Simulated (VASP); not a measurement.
# Zr3O (P6_322) in VASP: a series of runs, part 2 of 2

VASP 6.6.1. Earlier steps stand in the parts before.

## (5) Single point, r2SCAN (biaxial strain in the a-b plane: -2.0 %, then relaxed in part)

The input, POSCAR:

```
Zr3O
1.0
    5.5379531340      0.0000000000      0.0000000000
   -2.7689765670      4.7960080990      0.0000000000
    0.0000000000      0.0000000000      5.2799244178
Zr O
6 2
Direct
    0.0000000000      0.6615085422      0.5000000000
    0.0000000000      0.3384914578      0.0000000000
    0.6615085422      0.6615085422      0.0000000000
    0.6615085422      0.0000000000      0.5000000000
    0.3384914578      0.3384914578      0.5000000000
    0.3384914578      0.0000000000      0.0000000000
    0.6666666667      0.3333333333      0.7500000000
    0.3333333333      0.6666666667      0.2500000000
```

The input, INCAR.step1:

```
PREC = Accurate
ENCUT = 520
ISMEAR = 0
SIGMA = 0.1
LREAL = F
LASPH = T
NELM = 100
NBANDS = 52
GGA = PE
ALGO = Normal
EDIFF = 1E-4
LWAVE = T
LCHARG = F
```

The input, INCAR.step2:

```
PREC = Accurate
ENCUT = 520
EDIFF = 1E-6
ISMEAR = 0
SIGMA = 0.1
LREAL = F
LASPH = T
NELM = 100
ALGO = Normal
ISIF = 2
LWAVE = F
LCHARG = F
METAGGA = R2SCAN
LMIXTAU = T
NBANDS = 52
ISTART = 1
```

The input, KPOINTS:

```
Automatic mesh
0
Gamma
  6 6 8
```

Potentials or basis: VASP PAW PBE potentials, release 64 (Zr_sv, O).

Started as:

```console
$ cat potpaw_PBE.64/Zr_sv/POTCAR potpaw_PBE.64/O/POTCAR > POTCAR
$ cp INCAR.step1 INCAR
$ mpirun -np 1 vasp_std > vasp.out
$ cp INCAR.step2 INCAR
$ mpirun -np 1 vasp_std > vasp.out
```

OUTCAR:

```text
PREC = Accurate
   ENCUT = 520
   EDIFF = 1E-6
   ISMEAR = 0
   LREAL = F
   LASPH = T
   NELM = 100
   ISIF = 2
   METAGGA = R2SCAN
   ISTART = 1

 ion  position               nearest neighbor table
   1  0.000  0.662  0.500-   8 2.26   7 2.26   4 3.17   4 3.17   5 3.17   5 3.17   2 3.19   2 3.19
                             6 3.24   6 3.24   3 3.24   3 3.24   5 3.25   4 3.25
   2  0.000  0.338  0.000-   7 2.26   8 2.26   6 3.17   6 3.17   3 3.17   3 3.17   1 3.19   1 3.19
                             4 3.24   4 3.24   5 3.24   5 3.24   3 3.25   6 3.25
   3  0.662  0.662  0.000-   7 2.26   8 2.26   6 3.17   6 3.17   2 3.17   2 3.17   5 3.19   5 3.19
                             4 3.24   4 3.24   1 3.24   1 3.24   2 3.25   6 3.25
[... 1545 lines left out ...]
  external PRESSURE =      36.6077707 kB  Pullay stress =       0.0000000 kB

 VOLUME and BASIS-vectors are now :
 -----------------------------------------------------------------------------
  energy-cutoff  :      520.00
  volume of cell :      140.24
      direct lattice vectors                 reciprocal lattice vectors
     5.537953134  0.000000000  0.000000000     0.180572131  0.104253369  0.000000000
    -2.768976567  4.796008099  0.000000000     0.000000000  0.208506737  0.000000000
     0.000000000  0.000000000  5.279924418     0.000000000  0.000000000  0.189396651

 POSITION                                       TOTAL-FORCE (eV/Angst)
 -----------------------------------------------------------------------------------
     -1.83170      3.17260      2.63996        -0.006254      0.010831      0.000000
     -0.93727      1.62341      0.00000         0.006254     -0.010831     -0.000000
      1.83170      3.17260      0.00000         0.006254      0.010831     -0.000000
      3.66340      0.00000      2.63996         0.012507      0.000000     -0.000000
      0.93727      1.62341      2.63996        -0.006254     -0.010831     -0.000000
      1.87455      0.00000      0.00000        -0.012507      0.000000      0.000000
      2.76898      1.59867      3.95994        -0.000000      0.000000      0.000000
     -0.00000      3.19734      1.31998        -0.000000      0.000000      0.000000
 -----------------------------------------------------------------------------------
    total drift:                                0.000001     -0.000001      0.000000

  FREE ENERGIE OF THE ION-ELECTRON SYSTEM (eV)
  ---------------------------------------------------
  free  energy   TOTEN  =      -160.6426054337 eV

  energy  without entropy=     -160.6134888894  energy(sigma->0) =     -160.62804716
```

OUTCAR.step1:

```text
PREC = Accurate
   ENCUT = 520
   ISMEAR = 0
   LREAL = F
[... 1574 lines left out ...]
      0.93727      1.62341      2.63996        -0.034557     -0.059855     -0.000000
      1.87455      0.00000      0.00000        -0.069115     -0.000000     -0.000000
      2.76898      1.59867      3.95994         0.000000     -0.000000     -0.000000
     -0.00000      3.19734      1.31998         0.000000     -0.000000      0.000000
 -----------------------------------------------------------------------------------
    total drift:                                0.000001     -0.000001      0.000000

  FREE ENERGIE OF THE ION-ELECTRON SYSTEM (eV)
  ---------------------------------------------------
  free  energy   TOTEN  =       -72.1312689614 eV

  energy  without entropy=      -72.0997824390  energy(sigma->0) =      -72.11552570
```

Run time: 20 min. Hardware: 1 thread of Oxide Virtual Turin-like, shared host; peak memory 0.35 GiB.

What came out:

```yaml
Free_energy: -160.6426 eV
Pressure: 3.7 GPa
Largest_force: 0.013 eV/Å
Band_gap_on_the_k_mesh: zero (band 42 reaches 10.49 eV, above the bottom of band 43 at 9.72 eV)
```

Forces on the atoms (eV/Å):
```
Zr  -0.006  0.011  0.000
Zr   0.006 -0.011  0.000
Zr   0.006  0.011  0.000
Zr   0.013  0.000  0.000
Zr  -0.006 -0.011  0.000
Zr  -0.013  0.000  0.000
O    0.000  0.000  0.000
O    0.000  0.000  0.000
```

Stress tensor (GPa, compression positive):
```
5.44 0.00 0.00
0.00 5.44 0.00
0.00 0.00 0.10
```

Levels at points of the mesh, in eV from the Fermi level:
```csv
k point,band 40,band 41,band 42,band 43,band 44,band 45
"(0.00, 0.00, 0.00)",-1.00,-0.05,0.62,0.75,0.75,0.91
"(0.50, 0.00, 0.00)",-1.00,-0.69,-0.34,0.62,1.04,1.45
"(0.00, 0.00, 0.50)",-0.31,-0.15,-0.15,0.03,0.03,0.16
"(0.50, 0.00, 0.50)",-0.97,-0.49,-0.49,0.14,0.14,1.17
```

Caveat: the cell differs from its parent crystal (biaxial strain in the a-b plane: -2.0 %, then relaxed in part); the PAW data sets were made with another functional, which shifts forces and pressure a little.

## (6) Overview

```csv
cell,gap on the mesh (eV),pressure (GPa),largest force (eV/Å)
"a = 5.651, b = 5.651, c = 5.195 Å, angles 90.0, 90.0, 120.0°, 8 atoms",none,0.1,0.01
"a = 5.538, b = 5.538, c = 5.257 Å, angles 90.0, 90.0, 120.0°, 8 atoms",none,4.5,0.15
"a = 5.538, b = 5.538, c = 5.280 Å, angles 90.0, 90.0, 120.0°, 8 atoms",none,3.7,0.01
```

Alike in all rows: task single point; level r2SCAN; potentials or basis VASP PAW PBE potentials, release 64 (Zr_sv, O); no spin polarisation; k mesh 6 × 6 × 8; cutoff (eV) 520; smearing gaussian 0.1 eV.

Caveats: the PAW data sets were made with another functional, which shifts forces and pressure a little.

Absolute energies hang on the potentials; compare differences alone.
